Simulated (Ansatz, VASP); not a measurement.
Two plane-wave programs on Be3Te2S

INCAR

```
  PREC = Accurate
  ENCUT = 520
  EDIFF = 1E-7
  ISMEAR = 0
  SIGMA = 0.01
  LREAL = F
  LASPH = T
  NELM = 100
  ALGO = Normal
  ISIF = 2
  LWAVE = F
  LCHARG = F
  GGA = PE
  NBANDS = 21
```

File KPOINTS:

```
Automatic mesh
0
Gamma
  6 6 6
```

The input POSCAR:

```
Be3Te2S
1.0
   -1.9144650291      5.7350375943      2.6927297516
    1.9144650291     -5.7350375943      2.6927297516
    1.9144650291      5.7350375943     -2.6927297516
S Be Te
1 3 2
Direct
   -0.0001509540     -0.0001509540      0.0000000000
    0.2083419947      0.7083419947      0.5000000000
    0.6223379212      0.7719797434      0.8503581779
    0.9216215655      0.7719797434      0.1496418221
    0.3348696586     -0.0010752637      0.3359449223
    0.6629798139     -0.0010752637      0.6640550777
```

Input for Ansatz:

```yaml
crystal:
  lattice:
    - [-1.9144650291, 5.7350375943, 2.6927297516]
    - [1.9144650291, -5.7350375943, 2.6927297516]
    - [1.9144650291, 5.7350375943, -2.6927297516]
  atoms:
    - { symbol: S, position: [-0.000150954, -0.000150954, 0.0] }
    - { symbol: Be, position: [0.2083419947, 0.7083419947, 0.5] }
    - { symbol: Te, position: [0.3348696586, -0.0010752637, 0.3359449223] }
    - { symbol: Be, position: [0.6223379212, 0.7719797434, 0.8503581779] }
    - { symbol: Te, position: [0.6629798139, -0.0010752637, 0.6640550777] }
    - { symbol: Be, position: [0.9216215655, 0.7719797434, 0.1496418221] }
kpoints:
  mp_grid: { grid: [6, 6, 6] }
hamiltonian:
  xc: pbe
scf:
  occupations: { method: fixed }
  n_extra_bands: 5
output:
  forces: true
  stress: true
  eigenvalues: true
```

Alike in both runs: task single point; functional PBE; k mesh 6 × 6 × 6; no spin polarisation.

```csv
,VASP,Ansatz
version,VASP 6.6.1,Ansatz 0.2.0
potentials or method,"VASP PAW PBE potentials, release 64 (S, Be, Te)","plane waves, PAW"
plane-wave cutoff (eV),520,420
occupations,"gaussian, width 0.01 eV",fixed
valence electrons in the cell,24,44
```

|  | VASP | Ansatz | Ansatz less VASP |
| --- | --- | --- | --- |
| gap on the k mesh at the Fermi level (eV) | 1.71 | 1.72 | +0.010 |
| pressure (GPa) | 0.1 | 0.0 | -0.12 |
| rms of the force components (eV/Å) | 0.005 | 0.001 | -0.0042 |

VASP's potentials hold 24 valence electrons a cell and Ansatz's 44, so a difference there can come from the potentials and not from the codes.

Spin-orbit coupling is off throughout.
